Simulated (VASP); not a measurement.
Runs of VASP 6.6.1 on HgTe. The structure is that of space group F-43m (No. 216), or close to it. The cells are those of the table. 

```csv
level,cell,gap on the mesh (eV),pressure (GPa)
r2SCAN,"a = 4.652 Å, angles 60.0°, 2 atoms",none,0.0
PBE,"a = 4.667 Å, angles 59.8°, 2 atoms",none,1.1
r2SCAN,"a = 4.667 Å, angles 59.8°, 2 atoms",none,(a)
PBE,"a = 4.582 Å, angles 60.0°, 2 atoms",none,3.4
PBE,"a = 4.652 Å, angles 60.0°, 2 atoms",none,1.3
r2SCAN,"a = 4.652, b = 4.594, c = 4.594 Å, angles 60.8, 59.6, 59.6°, 2 atoms",0.08,1.1
r2SCAN,"a = 4.582 Å, angles 60.0°, 2 atoms",none,(c)
PBE,"a = 4.668, b = 4.668, c = 4.559 Å, angles 60.8, 60.8, 58.5°, 2 atoms",none,1.9
PBE,"a = 4.652, b = 4.594, c = 4.594 Å, angles 60.8, 59.6, 59.6°, 2 atoms",0.08,2.4
r2SCAN,"a = 4.668, b = 4.668, c = 4.559 Å, angles 60.8, 60.8, 58.5°, 2 atoms",none,(b)
```

Alike in all rows: task single point; potentials or basis VASP PAW PBE potentials, release 64 (Hg, Te); no spin polarisation; k mesh 6 × 6 × 6; cutoff (eV) 520; smearing fermi-dirac 0.02 eV.

Q: Estimate the missing entries.

A: (a) -0.2; (b) 0.6; (c) 2.1.

Caveats: spin-orbit coupling is left out, which moves the levels of the heavy elements; the PAW data sets were made with another functional, which shifts forces and pressure a little (some runs).

A k mesh can miss the band edges, and the runs leave out spin-orbit coupling on Hg, Te.

A gap of «none» marks levels without a gap at the run's occupations.
